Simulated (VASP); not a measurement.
# Sn23O48 (a cell with a defect) in VASP: further runs, part 2 of 2

VASP 6.6.1. The steps go on from the part before.

**3. Single point, PBEsol**

File INCAR:

```
SYSTEM = Sn23O48
PREC     = Accurate       ! precision mode
ENCUT    = 520            ! plane-wave cutoff, eV
EDIFF    = 1E-6           ! SCF threshold, eV
ISMEAR   = -1             ! smearing method
SIGMA    = 0.05           ! smearing width, eV
LREAL    = Auto         
LASPH    = .TRUE.         ! aspherical terms in the spheres
NELM     = 60             ! most SCF steps
ALGO     = Normal         ! electronic algorithm
ISIF     = 2              ! what is computed and relaxed
LWAVE    = .FALSE.        ! write WAVECAR
LCHARG   = .FALSE.        ! write CHGCAR
GGA      = PS             ! functional
NELECT   = 614.0        
ISYM     = 0            
NBANDS   = 346            ! bands
NCORE    = 4
```

File KPOINTS:

```
Automatic mesh
0
Gamma
  1 1 1
  0.25 0.25 0.25
```

File POSCAR:

```
Sn23O48
1.0
    9.5380920000      0.0000000000      0.0000000000
    0.0000000000      9.5380920000      0.0000000000
    0.0000000000      0.0000000000      9.6363030000
Sn O
23 48
Direct
    0.9998330000      0.0004190000      0.0007230000
    0.9997770000      0.0004110000      0.3332410000
    0.9998090000      0.0004000000      0.6657400000
    0.9998820000      0.5004310000      0.9995630000
    0.9998270000      0.5004520000      0.3332430000
    0.9998740000      0.5004230000      0.6669240000
    0.4998750000      0.0004090000      0.9995650000
    0.4998280000      0.0004320000      0.3332490000
    0.4998440000      0.0004040000      0.6669380000
    0.4998860000      0.5004990000      0.0085250000
    0.4997530000      0.5003530000      0.6579510000
    0.2545920000      0.2551570000      0.1706470000
    0.2545320000      0.2550770000      0.4960510000
    0.2490900000      0.2496340000      0.8333570000
    0.2532870000      0.7470710000      0.1658610000
    0.2532350000      0.7469920000      0.5006340000
    0.2521120000      0.7481740000      0.8332510000
    0.7464590000      0.2538830000      0.1658490000
    0.7463850000      0.2538300000      0.5006340000
    0.7475620000      0.2527010000      0.8332350000
    0.7450710000      0.7456410000      0.1704400000
    0.7450290000      0.7456240000      0.4958690000
    0.7506530000      0.7511800000      0.8331370000
    0.1533760000      0.1539020000      0.0019210000
    0.1493460000      0.1499810000      0.3332870000
    0.1533280000      0.1538850000      0.6647520000
    0.1442140000      0.6595300000      0.9965770000
    0.1466160000      0.6584180000      0.3332480000
    0.1440430000      0.6596700000      0.6699630000
    0.6589350000      0.1447780000      0.9965710000
    0.6578170000      0.1471990000      0.3332070000
    0.6591200000      0.1445440000      0.6699680000
    0.6551460000      0.6555850000      0.9977480000
    0.6566010000      0.6569820000      0.3331260000
    0.6550250000      0.6555000000      0.6685380000
    0.3446370000      0.3453150000      0.9980090000
    0.3431500000      0.3436590000      0.3334070000
    0.3445960000      0.3451910000      0.6687070000
    0.3405370000      0.8563520000      0.9965150000
    0.3418050000      0.8537220000      0.3332710000
    0.3406980000      0.8561310000      0.6699300000
    0.8557140000      0.3411800000      0.9965100000
    0.8530280000      0.3424880000      0.3332540000
    0.8555000000      0.3413470000      0.6699140000
    0.8463240000      0.8469500000      0.0017600000
    0.8501910000      0.8508700000      0.3331820000
    0.8462800000      0.8469200000      0.6645290000
    0.0961630000      0.4048240000      0.1654360000
    0.0960700000      0.4047510000      0.5010990000
    0.0997080000      0.4062840000      0.8332460000
    0.0978440000      0.9023480000      0.1652890000
    0.0978460000      0.9023570000      0.5011890000
    0.0960860000      0.9040730000      0.8332240000
    0.6030990000      0.3976000000      0.1531730000
    0.6025470000      0.3970670000      0.5132640000
    0.5957890000      0.4044520000      0.8332440000
    0.5954490000      0.9041320000      0.1653930000
    0.5954470000      0.9041160000      0.5010790000
    0.5939740000      0.9005490000      0.8332390000
    0.4042370000      0.0967060000      0.1653970000
    0.4041790000      0.0966240000      0.5011420000
    0.4057560000      0.1002770000      0.8332660000
    0.3971260000      0.6038220000      0.1532220000
    0.3967180000      0.6033850000      0.5132590000
    0.4038920000      0.5964110000      0.8332430000
    0.9017660000      0.0984830000      0.1652670000
    0.9018010000      0.0985410000      0.5012010000
    0.9035170000      0.0967220000      0.8332380000
    0.9036820000      0.5961440000      0.1653550000
    0.9035660000      0.5960510000      0.5011000000
    0.9000860000      0.5945750000      0.8332420000
```

Potentials or basis: VASP PAW PBE potentials, release 64 (Sn_d, O).

The run is started by

```sh
$ cat potpaw_PBE.64/Sn_d/POTCAR potpaw_PBE.64/O/POTCAR > POTCAR
$ mpirun -np 4 vasp_std > vasp.out
```

It took 21 min on 4 MPI ranks of AMD EPYC 7R13 (Zen 3), shared host; peak memory 0.39 GiB.

The run converged. Its results:

```
Free energy   : -437.1257 eV
Largest force : 0.088 eV/Å
```

Forces in eV/Å, atoms in the order of the input:
```
Sn  -0.002  0.001 -0.008
Sn   0.002  0.000  0.000
Sn  -0.002 -0.001  0.006
Sn  -0.001 -0.003  0.003
Sn   0.000 -0.003  0.003
Sn  -0.004 -0.002 -0.005
Sn  -0.004  0.003  0.003
Sn   0.001  0.000  0.002
Sn   0.001 -0.001 -0.003
Sn  -0.005 -0.002  0.018
Sn   0.003  0.005 -0.019
Sn   0.010  0.006 -0.010
Sn   0.007  0.009  0.009
Sn   0.015  0.008  0.000
Sn  -0.003 -0.004  0.011
Sn   0.000  0.001 -0.012
Sn   0.000  0.004  0.000
Sn  -0.001  0.004  0.010
Sn   0.000  0.004 -0.013
Sn   0.001  0.000  0.002
Sn  -0.004 -0.003 -0.007
Sn  -0.002 -0.010  0.006
Sn  -0.012 -0.007 -0.001
O   -0.002 -0.001  0.008
O   -0.017 -0.018  0.000
O   -0.001 -0.002 -0.011
O   -0.015  0.007 -0.005
O   -0.010  0.009 -0.002
O   -0.013  0.003  0.002
O    0.007 -0.015 -0.004
O    0.012 -0.016  0.001
O    0.003 -0.012  0.003
O   -0.007 -0.006 -0.012
O   -0.063 -0.061  0.005
O   -0.003 -0.003  0.015
O    0.006  0.004 -0.015
O    0.061  0.063 -0.008
O    0.003  0.005  0.010
O   -0.005  0.008 -0.004
O   -0.007  0.013  0.001
O   -0.006  0.014  0.005
O    0.010 -0.005 -0.002
O    0.016 -0.011  0.000
O    0.012 -0.008  0.006
O    0.001  0.001  0.009
O    0.017  0.018  0.002
O    0.002  0.001 -0.006
O    0.012 -0.022 -0.006
O    0.014 -0.023  0.006
O    0.014 -0.017  0.001
O    0.022 -0.022  0.010
O    0.022 -0.021 -0.008
O    0.016 -0.015  0.001
O   -0.008  0.003  0.024
O    0.000  0.009 -0.021
O   -0.008  0.007  0.000
O    0.024 -0.015 -0.004
O    0.022 -0.014  0.004
O    0.019 -0.013  0.001
O   -0.024  0.015 -0.001
O   -0.023  0.017  0.002
O   -0.019  0.014 -0.001
O    0.005 -0.008  0.021
O    0.007 -0.006 -0.023
O    0.006 -0.008  0.000
O   -0.022  0.022  0.007
O   -0.023  0.020 -0.005
O   -0.015  0.015  0.001
O   -0.015  0.020 -0.003
O   -0.014  0.024  0.002
O   -0.015  0.020  0.000
```

Levels at points of the mesh, in eV from the Fermi level:
```
           k point  band 303  band 304  band 305  band 306  band 307  band 308  band 309  band 310  band 311  band 312
(0.25, 0.25, 0.25)     -1.10     -1.07     -1.04     -0.92     -0.90      0.87      2.22      2.41      2.49      2.95
```

Caveat: the cell carries a net charge on a neutralising background, which shifts energy and pressure; the cell is charged against a uniform background, so pressure and absolute levels hang on convention; the PAW data sets were made with another functional, which shifts forces and pressure a little; spin-orbit coupling is left out, which moves the levels of the heavy elements.
